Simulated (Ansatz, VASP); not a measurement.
Nb3H: VASP beside Ansatz

```
CELL_PARAMETERS angstrom
2.92702 0.00000 0.00000
0.00000 2.92702 0.00000
0.00000 0.00000 21.19579
ATOMIC_POSITIONS crystal
Nb 0.50000 0.50000 0.18872
Nb 0.00000 0.00000 0.28769
Nb 0.50000 0.50000 0.38667
H 0.50000 0.66667 0.56171
```

Alike in both runs: task single point; functional LDA; k mesh 9 × 9 × 1; occupations gaussian, width 0.1 eV; collinear spin.

|  | VASP | Ansatz |
| --- | --- | --- |
| version | VASP 6.6.1 | Ansatz 0.2.0 |
| potentials or method | VASP PAW LDA potentials, release 64 (Nb_sv, H), cutoff 520 eV | scalar-relativistic, plane waves, PAW |
| valence electrons in the cell | 40 | 40 |

VASP gave:

* gap on the k mesh at the Fermi level (eV): none
* rms of the force components (eV/Å): 0.132
* net moment per atom (μB): 0.20
* size of the moment on the site where the two differ most (μB): 0.33

What did Ansatz give for the same quantities?

gap on the k mesh at the Fermi level (eV): none; rms of the force components (eV/Å): 0.139; net moment per atom (μB): 0.19; size of the moment on the site where the two differ most (μB): 0.77.

LDA's correlation is that of Perdew and Zunger in VASP and of Perdew and Wang (1992) in Ansatz. Site moments also hang on the region over which each program counts them. Atom by atom the forces differ by 0.007 eV/Å (rms over components). A gap of «none» marks a metal or a gap that the smearing closes. Ansatz's warnings: vacuum density over bound.
